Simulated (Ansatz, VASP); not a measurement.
**ZnS in VASP and in Ansatz**

```
Zn S
1.0
     3.84672    0.00000    0.00000
    -1.92336    3.33136    0.00000
     0.00000    0.00000   12.77908
Zn S
4 4
Cartesian
  0.0000 0.0000 0.0006
  0.0000 0.0000 6.3902
  0.0000 2.2209 3.1951
  1.9234 1.1105 9.5846
  0.0000 0.0000 2.3934
  0.0000 0.0000 8.7829
  0.0000 2.2209 5.5926
  1.9234 1.1105 11.9821
```

Change from the starting cell: strain +0.000 along x and y, +0.015 along z, atoms carried along.

Alike in both runs: task single point; functional PBE; k mesh 12 × 12 × 2; occupations gaussian, width 0.05 eV; no spin polarisation.

```csv
,VASP,Ansatz
version,VASP 6.6.1,Ansatz 0.2.0
potentials or method,"VASP PAW PBE potentials, release 64 (Zn, S), cutoff 520 eV","scalar-relativistic, plane waves, PAW"
valence electrons in the cell,72,72
```

|  | VASP | Ansatz | Ansatz less VASP |
| --- | --- | --- | --- |
| gap on the k mesh at the Fermi level (eV) | 1.96 | 1.96 | -0.003 |
| least direct gap on the mesh (eV) | 1.96 | 1.96 | -0.003 |
| pressure (GPa) | -0.8 | -1.0 | -0.13 |
| traceless stress, the component that is largest in VASP (GPa) | -1.21 | -1.20 | +0.004 |
| rms of the force components (eV/Å) | 0.042 | 0.041 | -0.0009 |

Atom by atom the forces differ by 0.001 eV/Å (rms over components). With one functional, cell and mesh, what is left measures potentials, basis and numerics.
